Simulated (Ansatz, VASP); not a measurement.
**Ge2F in VASP and in Ansatz**

```
CELL_PARAMETERS angstrom
4.32842 0.00000 0.00000
-2.16421 3.74853 0.00000
0.00000 0.00000 3.04122
ATOMIC_POSITIONS crystal
Ge 0.33333 0.66667 0.50000
Ge 0.66667 0.33333 0.50000
F 0.00000 0.00000 0.00000
```

Change from the starting cell: species swapped into the HfB2 type (P6/mmm, No. 191).

Alike in both runs: task relaxation of cell and atoms; functional PBE; k mesh 6 × 6 × 6; occupations gaussian, width 0.1 eV; no spin polarisation.

|  | VASP | Ansatz |
| --- | --- | --- |
| version | VASP 6.6.1 | Ansatz 0.2.0 |
| potentials or method | VASP PAW PBE potentials, release 64 (Ge_d, F), cutoff 600 eV | scalar-relativistic, plane waves, PAW |
| valence electrons in the cell | 35 | 35 |

```csv
,VASP,Ansatz,Ansatz less VASP
"gap on the k mesh at the Fermi level, each at its own relaxed structure (eV)",none,none,-
relaxed volume (Å³/atom),16.31,16.33,+0.027
relaxed cell length with the largest relative difference (Å),3.030,3.023,-0.0071
```

A gap of «none» marks a metal or a gap that the smearing closes.
